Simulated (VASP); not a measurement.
Input of a VASP 6.6.1 run:

Contents of INCAR:

```
SYSTEM = GaN
ALGO     = Normal         ! electronic algorithm
EDIFF    = 1E-6           ! SCF threshold, eV
ENCUT    = 600            ! plane-wave cutoff, eV
GGA      = PS             ! functional
GGA_COMPAT= .False.      
ISIF     = 2              ! what is computed and relaxed
ISMEAR   = 0              ! smearing method
LASPH    = .True.         ! aspherical terms in the spheres
LCHARG   = .False.        ! write CHGCAR
LREAL    = .False.        ! projectors in reciprocal space
LWAVE    = .False.        ! write WAVECAR
NBANDS   = 16             ! bands
NELM     = 120            ! most SCF steps
PREC     = Accurate       ! precision mode
SIGMA    = 0.02           ! smearing width, eV
```

KPOINTS

```
k-points
0
Gamma
  10 10 10
  0 0 0
```

File POSCAR:

```
GaN
1.0
   -0.0102564444      2.2369158815      2.2620073097
    2.2369158815     -0.0102564444      2.2620073097
    2.2266594371      2.2266594371      0.0000000000
Ga N
1 1
Direct
   -0.0007005345     -0.0007005345      0.0007005345
    0.2507005345      0.2507005345      0.2492994655
```

Potentials or basis: VASP PAW PBE potentials, release 64 (Ga_d, N).

Run with:

```sh
$ cat potpaw_PBE.64/Ga_d/POTCAR potpaw_PBE.64/N/POTCAR > POTCAR
$ mpirun -np 1 vasp_std > vasp.out
```

(1) Estimate the pressure.

(2) What does it give for the band gap on the k mesh?

Results:

(1) 0.6 GPa.

(2) 1.70 eV.

Caveat: the cell differs from its parent crystal (strained cell); the PAW data sets were made with another functional, which shifts forces and pressure a little.
